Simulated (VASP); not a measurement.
# TmAuN2 (P-6m2) in VASP: single point with PBE

Aim: the single point of TmAuN2 with PBE.

All numbers are computed with VASP 6.6.1; they aren't measurements. Logs are shortened: lines on timing, memory, paths and dates and some standing lists are left out, and cuts for length are marked.

**1. The cell of the first run**

Symmetry: P-6m2, No. 187, hexagonal system. The conventional cell has a = 4.019 Å, b = 4.019 Å, c = 4.508 Å, α = 90.00°, β = 90.00°, γ = 120.00°. Within 3.0 Å of Tm (site symmetry -6m2) lie 2 N at 2.25 Å and 3 Au at 2.32 Å. Within 3.0 Å of Au (site symmetry -6m2) lie 2 N at 2.25 Å and 3 Tm at 2.32 Å. Within 3.0 Å of N (site symmetry -6m2) lie 2 Au at 2.25 Å and 3 N at 2.32 Å. N (site symmetry -6m2) has 2 Tm at 2.25 Å and 3 N at 2.32 Å within 3.0 Å.

The cell was built from a structure type or drawn by symmetry, and may not be a known phase.

**2. Single point, PBE**

Contents of INCAR:

```
SYSTEM = TmAuN2
PREC = Accurate ; ENCUT = 520
EDIFF = 1E-6 ; ISMEAR = 0
SIGMA = 0.1 ; LREAL = .FALSE.
LASPH = .TRUE. ; NELM = 100
ALGO = Normal ; ISIF = 2
LWAVE = .FALSE. ; LCHARG = .TRUE.
GGA = PE ; LELF = .TRUE.
LVHAR = .TRUE. ; NBANDS = 30
```

Contents of KPOINTS:

```
Automatic mesh
0
G
  6 6 4
  0 0 0
```

Contents of POSCAR:

```
TmAuN2
1.0
    4.0190420400      0.0000000000      0.0000000000
   -2.0095210200      3.4805925100      0.0000000000
    0.0000000000      0.0000000000      4.5078186800
Tm Au N
1 1 2
Direct
    0.6666666700      0.3333333300      0.5000000000
    0.3333333300      0.6666666700      0.5000000000
    0.3333333300      0.6666666700      0.0000000000
    0.6666666700      0.3333333300      0.0000000000
```

Potentials or basis: VASP PAW PBE potentials, release 64 (Tm, Au, N).

On the command line:

```sh
cat potpaw_PBE.64/Tm/POTCAR potpaw_PBE.64/Au/POTCAR potpaw_PBE.64/N/POTCAR > POTCAR
mpirun -np 1 vasp_std > vasp.out
```

OUTCAR:

```text
SYSTEM = TmAuN2
   PREC = Accurate
   ENCUT = 520
   EDIFF = 1E-6
   ISMEAR = 0
   LREAL = .FALSE.
   LASPH = .TRUE.
   NELM = 100
   ISIF = 2
   GGA = PE

 ion  position               nearest neighbor table
   1  0.667  0.333  0.500-   4 2.25   4 2.25   2 2.32   2 2.32   2 2.32
   2  0.333  0.667  0.500-   3 2.25   3 2.25   1 2.32   1 2.32   1 2.32
   3  0.333  0.667  0.000-   2 2.25   2 2.25
   4  0.667  0.333  0.000-   1 2.25   1 2.25

  LATTYP: Found a hexagonal cell.
 ALAT       =     4.0190420400
 C/A-ratio  =     1.1216152096

  Lattice vectors:

 A1 = (   4.0190420400,   0.0000000000,   0.0000000000)
 A2 = (  -2.0095210200,   3.4805925100,   0.0000000000)
 A3 = (   0.0000000000,   0.0000000000,   4.5078186800)

Analysis of symmetry for initial positions (statically):
=====================================================================
 Subroutine PRICEL returns:
 Original cell was already a primitive cell.

 Routine SETGRP: Setting up the symmetry group for a
 hexagonal supercell.

 Subroutine GETGRP returns: Found 12 space group operations
 (whereof 12 operations were pure point group operations)
 out of a pool of 24 trial point group operations.

The static configuration has the point symmetry D_3h.

Analysis of symmetry for dynamics (positions and initial velocities):
=====================================================================
 Subroutine PRICEL returns:
 Original cell was already a primitive cell.

 Routine SETGRP: Setting up the symmetry group for a
 hexagonal supercell.

 Subroutine GETGRP returns: Found 12 space group operations
 (whereof 12 operations were pure point group operations)
 out of a pool of 24 trial point group operations.

The dynamic configuration has the point symmetry D_3h.

 Subroutine INISYM returns: Found 12 space group operations
 (whereof 12 operations are pure point group operations),
 and found     1 'primitive' translations

----------------------------------------------------------------------------------------

                                     Primitive cell

  volume of cell :      63.0583

  direct lattice vectors                    reciprocal lattice vectors
     4.019042040  0.000000000  0.000000000     0.248815511  0.143653702  0.000000000
    -2.009521020  3.480592510  0.000000000     0.000000000  0.287307404  0.000000000
     0.000000000  0.000000000  4.507818680     0.000000000  0.000000000  0.221836784

  length of vectors
     4.019042040  4.019042044  4.507818680     0.287307405  0.287307404  0.221836784

[... 74 lines left out ...]
   ISPIN  =      1    spin polarized calculation?
   LNONCOLLINEAR =      F non collinear calculations
   LSORBIT =      F    spin-orbit coupling
   LASPH  =      T    aspherical Exc in radial PAW
   ENCUT  =  520.0 eV  38.22 Ry    6.18 a.u.   7.47  7.47  8.38*2*pi/ulx,y,z
   NELM   =    100;   NELMIN=  2; NELMDL= -5     # of ELM steps
   EDIFF  = 0.1E-05   stopping-criterion for ELM
   LREAL  =      F    real-space projection
[... 7 lines left out ...]
   TEBEG  =    0.0;   TEEND  =   0.0 temperature during run
   PSTRESS=    0.0 pullay stress
   NELECT =      44.0000    total number of electrons
   NUPDOWN=      -1.0000    fix difference up-down
   EMIN   =  10.00;   EMAX   =-10.00  energy-range for DOS
   EFERMI =   0.00;   METHOD = LEGACY
   ISMEAR =     0;   SIGMA  =   0.10  broadening in eV -4-tet -1-fermi 0-gaus
   EFERMI_NEDOS =   21; number of points for ismear=-14 and -15
   IALGO  =     38    algorithm
   IMIX   =      4    mixing-type and parameters
     AMIX     =   0.40;   BMIX     =  1.00
     AMIX_MAG =   1.60;   BMIX_MAG =  1.00
  volume/ion in A,a.u.               =      15.76       106.38
  Fermi-wavevector in a.u.,A,eV,Ry     =   1.452039  2.743956 28.686765  2.108418
  Thomas-Fermi vector in A             =   2.569467
   LORBIT       =      0    0 simple, 1 ext, 2 COOP (PROOUT), +10 PAW based schemes
   GGA     = PE    functional components
   LHFCALC =     F    Hartree Fock is set to
   AEXX    =    0.0000 exact exchange contribution
   IVDW    =     0    specifies the selected vdW correction
   LEPSILON=     F    determine dielectric tensor
   LRPA    =     F    only Hartree local field effects (RPA)
 non-spin polarized calculation
 Gauss-broadening in eV      SIGMA  =   0.10
  energy-cutoff  :      520.00
  volume of cell :       63.06
 maximum number of plane-waves:      1715
 NGX is ok and might be reduce to    30
   NGX = 15   NGY = 15   NGZ = 17

 number of electron      44.0000008 magnetization

 Free energy of the ion-electron system (eV)
  ---------------------------------------------------
  ext. energy  EPLUGINS =         0.00000000
  ---------------------------------------------------
  free energy    TOTEN  =       -14.98221727 eV

  energy without entropy =      -14.93132518  energy(sigma->0) =      -14.95677123

 E-fermi :   4.3324     XC(G=0): -10.9431

 val. band max:        4.3243233849   @ k =   0.3333   0.1667   0.5000
 cond. band min:       4.3511979892   @ k =   0.3333   0.3333   0.5000
 fundamental gap:      0.0268746043
 Fermi energy:         4.3323740080

 k-point     1 :       0.0000    0.0000    0.0000
  band No.  band energies     occupation
      1     -45.2675      2.00000
      2     -19.1995      2.00000
      3     -19.1995      2.00000
      4     -18.4805      2.00000
      5     -10.9849      2.00000
      6      -7.2817      2.00000
[... 682 lines left out ...]
     29      10.5704      0.00000
     30      10.8524      0.00000

------------------------ aborting loop because EDIFF is reached ----------------------------------------

  FORCE on cell =-STRESS in cart. coord.  units (eV):
  Direction    XX          YY          ZZ          XY          YZ          ZX
  --------------------------------------------------------------------------------------
  -------------------------------------------------------------------------------------
  Total       20.6237284     20.6237285     -4.3516418      0.0000000      0.0000000     -0.0000000
  in kB      524.0051977    524.0051991   -110.5659884      0.0000000      0.0000000     -0.0000000
  external PRESSURE =     312.4814695 kB  Pullay stress =       0.0000000 kB

 VOLUME and BASIS-vectors are now :
 -----------------------------------------------------------------------------
  energy-cutoff  :      520.00
  volume of cell :       63.06
      direct lattice vectors                 reciprocal lattice vectors
     4.019042040  0.000000000  0.000000000     0.248815511  0.143653702  0.000000000
    -2.009521020  3.480592510  0.000000000     0.000000000  0.287307404  0.000000000
     0.000000000  0.000000000  4.507818680     0.000000000  0.000000000  0.221836784

 POSITION                                       TOTAL-FORCE (eV/Angst)
 -----------------------------------------------------------------------------------
      2.00952      1.16020      2.25391         0.000000     -0.000000      0.000000
     -0.00000      2.32040      2.25391        -0.000000      0.000000      0.000000
     -0.00000      2.32040      0.00000         0.000000      0.000000      0.000000
      2.00952      1.16020      0.00000        -0.000000      0.000000      0.000000
 -----------------------------------------------------------------------------------
    total drift:                               -0.000067      0.000039      0.000000

  FREE ENERGIE OF THE ION-ELECTRON SYSTEM (eV)
  ---------------------------------------------------
  free  energy   TOTEN  =       -14.9822172694 eV

  energy  without entropy=      -14.9313251815  energy(sigma->0) =      -14.95677123
```

stdout:

```text
POSCAR found type information on POSCAR TmAuN
 POSCAR found :  3 types and       4 ions
 scaLAPACK will be used
 LDA part: xc-table for (Slater+PW92), standard interpolation
 POSCAR, INCAR and KPOINTS ok, starting setup
 FFT: planning ... GRIDC
 FFT: planning ... GRID_SOFT
 FFT: planning ... GRID
 WAVECAR not read
 entering main loop
```

Wall time 3.3 min (1 thread of Intel Xeon Platinum 8259CL at 2.50GHz (Skylake/Cascade Lake), shared host); peak memory 0.21 GiB.

What came out:

| Item | Value |
| --- | --- |
| Free energy | -14.9822 eV |
| Pressure | 31.2 GPa |
| Band gap on the k mesh | zero (bands 22 and 23 overlap by 0.04 eV) |

Caveat: the cell stands under pressure; spin-orbit coupling is left out, which moves the levels of the heavy elements; the run has no spin polarisation, though such a crystal can be magnetic; semilocal functionals describe open f shells poorly, which spoils levels, moments and volumes. With open d or f shells a metallic result of PBE can be an artefact of self-interaction; +U or a hybrid may open a gap.
